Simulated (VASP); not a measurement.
Here is a VASP 6.6.1 calculation.

The input INCAR:

```
SYSTEM = SrTiO3
ALGO = Normal
EDIFF = 1E-7
ENCUT = 520
GGA = PE
ISIF = 2
ISMEAR = 0
LASPH = .True.
LCHARG = .False.
LREAL = .False.
LWAVE = .False.
NBANDS = 28
NELM = 60
PREC = Accurate
SIGMA = 0.01
```

Contents of KPOINTS:

```
k-points
0
Gamma
  6 6 6
  0 0 0
```

POSCAR

```
SrTiO3
1.0
    3.9068515027      0.0000000000      0.0000000000
    0.0000000000      3.9068515027      0.0000000000
    0.0000000000      0.0000000000      3.9068515027
Sr Ti O
1 1 3
Direct
    0.0000000000      0.0000000000      0.0000000000
    0.5000000000      0.5000000000      0.5000000000
    0.5000000000      0.0000000000      0.5000000000
    0.5000000000      0.5000000000      0.0000000000
    0.0000000000      0.5000000000      0.5000000000
```

Potentials or basis: VASP PAW PBE potentials, release 64 (Sr_sv, Ti_sv, O).

The run is started by

```bash
$ cat potpaw_PBE.64/Sr_sv/POTCAR potpaw_PBE.64/Ti_sv/POTCAR potpaw_PBE.64/O/POTCAR > POTCAR
$ mpirun -np 1 vasp_std > vasp.out
```

Task: What does it give for the band gap on the k mesh?

Result: 1.85 eV (least direct gap 2.21 eV).

Task: Predict the pressure.

Result: 4.7 GPa.

Caveat: the cell stands under pressure. A k mesh can miss the band edges.
